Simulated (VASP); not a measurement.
# AlN (I-4m2) in VASP: notebook

Aim: see how the results for AlN move with the level of theory and the settings. Levels: PBE, r2SCAN. Tasks: single point.

All numbers are computed with VASP 6.6.1; they aren't measurements. Logs are shortened: lines on timing, memory, paths and dates and some standing lists are left out, and cuts for length are marked.

### 1 The cell of the first run

It takes space group I-4m2 (No. 119, tetragonal). The conventional cell has a = 3.187 Å, b = 3.187 Å, c = 4.214 Å, α = 90.00°, β = 90.00°, γ = 90.00°. Al (site symmetry -4m2) has 4 N at 1.91 Å within 2.5 Å. N (site symmetry -4m2) has 4 Al at 1.91 Å within 2.5 Å.

### 2 Single point, PBE (epitaxial xy strain +3.1%)

The input, INCAR:

```
SYSTEM = AlN
  PREC = Accurate
  ENCUT = 520
  EDIFF = 1E-6
  ISMEAR = -1
  SIGMA = 0.02
  LREAL = .FALSE.
  LASPH = .TRUE.
  NELM = 60
  ALGO = Normal
  ISIF = 2
  LWAVE = .FALSE.
  LCHARG = .FALSE.
  GGA = PE
  NBANDS = 11
```

The input, KPOINTS:

```
regular mesh
0
G
  10 10 10
  0 0 0
```

The input, POSCAR:

```
AlN
1.0
    0.0000000000      2.2534816071      2.1067790577
    2.2534816071      0.0000000000      2.1067790577
    2.2534816071      2.2534816071      0.0000000000
Al N
1 1
Direct
    0.0000000000      0.0000000000      0.0000000000
    0.7500000000      0.7500000000      0.7500000000
```

Potentials or basis: VASP PAW PBE potentials, release 64 (Al, N).

Started as:

```sh
cat potpaw_PBE.64/Al/POTCAR potpaw_PBE.64/N/POTCAR > POTCAR
mpirun -np 1 vasp_std > vasp.out
```

OUTCAR:

```text
SYSTEM = AlN
   PREC = Accurate
   ENCUT = 520
   EDIFF = 1E-6
   ISMEAR = -1
   LREAL = .FALSE.
   LASPH = .TRUE.
   NELM = 60
   ISIF = 2
   GGA = PE

 ion  position               nearest neighbor table
   1  0.000  0.000  0.000-   2 1.91   2 1.91   2 1.91   2 1.91
   2  0.750  0.750  0.750-   1 1.91   1 1.91   1 1.91   1 1.91

  LATTYP: Found a body centered tetragonal cell.
 ALAT       =     3.1869042513
 C/A-ratio  =     1.3221476967

  Lattice vectors:

 A1 = (   0.0000000000,  -2.2534816071,  -2.1067790577)
 A2 = (   0.0000000000,   2.2534816071,  -2.1067790577)
 A3 = (   2.2534816071,   0.0000000000,   2.1067790577)

Analysis of symmetry for initial positions (statically):
=====================================================================
 Subroutine PRICEL returns:
 Original cell was already a primitive cell.

 Routine SETGRP: Setting up the symmetry group for a
 body centered tetragonal supercell.

 Subroutine GETGRP returns: Found  8 space group operations
 (whereof  8 operations were pure point group operations)
 out of a pool of 16 trial point group operations.

The static configuration has the point symmetry D_2d.

Analysis of symmetry for dynamics (positions and initial velocities):
=====================================================================
 Subroutine PRICEL returns:
 Original cell was already a primitive cell.

 Routine SETGRP: Setting up the symmetry group for a
 body centered tetragonal supercell.

 Subroutine GETGRP returns: Found  8 space group operations
 (whereof  8 operations were pure point group operations)
 out of a pool of 16 trial point group operations.

The dynamic configuration has the point symmetry D_2d.

 Subroutine INISYM returns: Found  8 space group operations
 (whereof  8 operations are pure point group operations),
 and found     1 'primitive' translations

----------------------------------------------------------------------------------------

                                     Primitive cell

  volume of cell :      21.3972

  direct lattice vectors                    reciprocal lattice vectors
     0.000000000  2.253481607  2.106779058    -0.221878891  0.221878891  0.237329111
     2.253481607  0.000000000  2.106779058     0.221878891 -0.221878891  0.237329111
     2.253481607  2.253481607  0.000000000     0.221878891  0.221878891 -0.237329111

  length of vectors
     3.084914480  3.084914480  3.186904251     0.393428000  0.393428000  0.393428000

[... 80 lines left out ...]
   EDIFF  = 0.1E-05   stopping-criterion for ELM
   LREAL  =      F    real-space projection
   EDIFFG = 0.1E-04   stopping-criterion for IOM
   NSW    =      0    number of steps for IOM
   IBRION =     -1    ionic relax: 0-MD 1-quasi-New 2-CG
   NFREE  =      0    steps in history (QN), initial steepest desc. (CG)
   ISIF   =      2    stress and relaxation
   ISYM   =      2    0-nonsym 1-usesym 2-fastsym
   POTIM  = 0.5000    time-step for ionic-motion
   TEBEG  =    0.0;   TEEND  =   0.0 temperature during run
   PSTRESS=    0.0 pullay stress
   NELECT =       8.0000    total number of electrons
   NUPDOWN=      -1.0000    fix difference up-down
   EMIN   =  10.00;   EMAX   =-10.00  energy-range for DOS
   EFERMI =   0.00;   METHOD = LEGACY
   ISMEAR =    -1;   SIGMA  =   0.02  broadening in eV -4-tet -1-fermi 0-gaus
   EFERMI_NEDOS =   21; number of points for ismear=-14 and -15
   IALGO  =     38    algorithm
   IMIX   =      4    mixing-type and parameters
     AMIX     =   0.40;   BMIX     =  1.00
     AMIX_MAG =   1.60;   BMIX_MAG =  1.00
  volume/ion in A,a.u.               =      10.70        72.20
  Fermi-wavevector in a.u.,A,eV,Ry     =   1.179377  2.228699 18.924738  1.390929
  Thomas-Fermi vector in A             =   2.315688
   LORBIT       =      0    0 simple, 1 ext, 2 COOP (PROOUT), +10 PAW based schemes
   GGA     = PE    functional components
   LHFCALC =     F    Hartree Fock is set to
   AEXX    =    0.0000 exact exchange contribution
   IVDW    =     0    specifies the selected vdW correction
   LEPSILON=     F    determine dielectric tensor
   LRPA    =     F    only Hartree local field effects (RPA)
 non-spin polarized calculation
  energy-cutoff  :      520.00
  volume of cell :       21.40
 maximum number of plane-waves:       592
   NGX = 11   NGY = 11   NGZ = 11

 number of electron       8.0000002 magnetization

 Free energy of the ion-electron system (eV)
  ---------------------------------------------------
  ext. energy  EPLUGINS =         0.00000000
  ---------------------------------------------------
  free energy    TOTEN  =       -14.82382451 eV

  energy without entropy =      -14.82382451  energy(sigma->0) =      -14.82382451

 E-fermi :   6.3532     XC(G=0): -10.8222

 val. band max:        5.9032659870   @ k =   0.0000   0.0000   0.0000
 cond. band min:       8.8822366372   @ k =   0.5000   0.5000   0.0000
 fundamental gap:      2.9789706502
 Fermi energy:         6.3532471614

 k-point     1 :       0.0000    0.0000    0.0000
  band No.  band energies     occupation
      1      -9.0976      2.00000
      2       5.6584      2.00000
      3       5.6584      2.00000
      4       5.9033      2.00000
      5       9.6780      0.00000
      6      17.9868      0.00000
      7      18.0740      0.00000
      8      18.0740      0.00000
      9      22.1527      0.00000
     10      23.7848      0.00000
     11      23.7910      0.00000
[... 309 lines left out ...]
 k-point    24 :       0.4000    0.3000    0.0000
  band No.  band energies     occupation
      1      -7.0222      2.00000
      2       1.8135      2.00000
      3       3.8944      2.00000
      4       4.0467      2.00000
      5      10.6345      0.00000
      6      14.4592      0.00000
      7      18.3032      0.00000
      8      19.6154      0.00000
      9      20.3076      0.00000
     10      26.2209      0.00000
     11      28.7449      0.00000

 [... further k-points ...]
[... 5 lines left out ...]
  --------------------------------------------------------------------------------------
  -------------------------------------------------------------------------------------
  Total       -0.4761700     -0.4761700      0.4964710      0.0000000      0.0000000      0.0000000
  in kB      -35.6545979    -35.6545979     37.1746957      0.0000000      0.0000000      0.0000000
  external PRESSURE =     -11.3781667 kB  Pullay stress =       0.0000000 kB

 VOLUME and BASIS-vectors are now :
 -----------------------------------------------------------------------------
  energy-cutoff  :      520.00
  volume of cell :       21.40
      direct lattice vectors                 reciprocal lattice vectors
     0.000000000  2.253481607  2.106779058    -0.221878891  0.221878891  0.237329111
     2.253481607  0.000000000  2.106779058     0.221878891 -0.221878891  0.237329111
     2.253481607  2.253481607  0.000000000     0.221878891  0.221878891 -0.237329111

 POSITION                                       TOTAL-FORCE (eV/Angst)
 -----------------------------------------------------------------------------------
      0.00000      0.00000      0.00000         0.000000      0.000000      0.000000
      3.38022      3.38022      3.16017        -0.000000     -0.000000     -0.000000
 -----------------------------------------------------------------------------------
    total drift:                               -0.000000     -0.000000      0.000000

  FREE ENERGIE OF THE ION-ELECTRON SYSTEM (eV)
  ---------------------------------------------------
  free  energy   TOTEN  =       -14.8238245053 eV

  energy  without entropy=      -14.8238245053  energy(sigma->0) =      -14.82382451
```

Run time: 10 s. Hardware: 1 thread of Intel Xeon Platinum 8559C (Emerald Rapids), shared host; peak memory 0.14 GiB.

What came out:

| Item | Value |
| --- | --- |
| Free energy | -14.8238 eV |
| Pressure | -1.1 GPa |
| Band gap on the k mesh | 2.98 eV, indirect (least direct gap 3.77 eV) |

Caveat: the cell differs from its parent crystal (epitaxial xy strain +3.1%). A k mesh can miss the band edges.

### 3 Single point, r2SCAN (epitaxial xy strain +3.1%)

POSCAR is that of step 2.

The input, INCAR.step1:

```
PREC = Accurate
ENCUT = 520
ISMEAR = 0
SIGMA = 0.01
LREAL = False
LASPH = True
NELM = 80
NBANDS = 11
GGA = PE
ALGO = Normal
EDIFF = 1E-4
LWAVE = True
LCHARG = False
```

The input, INCAR.step2:

```
PREC = Accurate
ENCUT = 520
EDIFF = 1E-6
ISMEAR = 0
SIGMA = 0.01
LREAL = False
LASPH = True
NELM = 80
ALGO = Normal
ISIF = 2
LWAVE = False
LCHARG = False
METAGGA = R2SCAN
LMIXTAU = True
NBANDS = 11
ISTART = 1
```

The input, KPOINTS:

```
Automatic mesh
0
Gamma
  10 10 10
```

Potentials or basis: VASP PAW PBE potentials, release 64 (Al, N).

Started as:

```sh
cat potpaw_PBE.64/Al/POTCAR potpaw_PBE.64/N/POTCAR > POTCAR
cp INCAR.step1 INCAR
mpirun -np 1 vasp_std > vasp.out
cp INCAR.step2 INCAR
mpirun -np 1 vasp_std > vasp.out
```

Run time: 40 s. Hardware: 1 thread of Intel Xeon Platinum 8559C (Emerald Rapids), shared host; peak memory 0.15 GiB.

It converged, with:

```
Free energy            : -19.1439 eV
Pressure               : -5.9 GPa
Band gap on the k mesh : 3.58 eV, indirect (least direct gap 4.45 eV)
```

Stress tensor (GPa, compression positive):
```
-8.59  0.00  0.00
 0.00 -8.59  0.00
 0.00  0.00 -0.37
```

Levels at points of the mesh, in eV from the valence-band top:
| k point | band 1 | band 2 | band 3 | band 4 | band 5 | band 6 | band 7 | band 8 | band 9 |
| --- | --- | --- | --- | --- | --- | --- | --- | --- | --- |
| (0.00, 0.00, 0.00) | -15.77 | -0.25 | -0.25 | 0.00 | 4.45 | 13.02 | 13.12 | 13.12 | 17.05 |
| (0.50, 0.00, 0.00) | -13.82 | -5.96 | -0.93 | -0.40 | 7.62 | 10.48 | 10.99 | 12.43 | 18.55 |
| (0.50, 0.50, 0.00) | -13.04 | -4.62 | -2.32 | -2.32 | 3.58 | 8.41 | 15.44 | 16.06 | 16.06 |
| (0.50, 0.00, 0.50) | -13.31 | -5.26 | -1.76 | -1.75 | 3.87 | 9.48 | 14.19 | 15.62 | 17.61 |

Caveat: the cell differs from its parent crystal (epitaxial xy strain +3.1%); the PAW data sets were made with another functional, which shifts forces and pressure a little. A k mesh can miss the band edges.
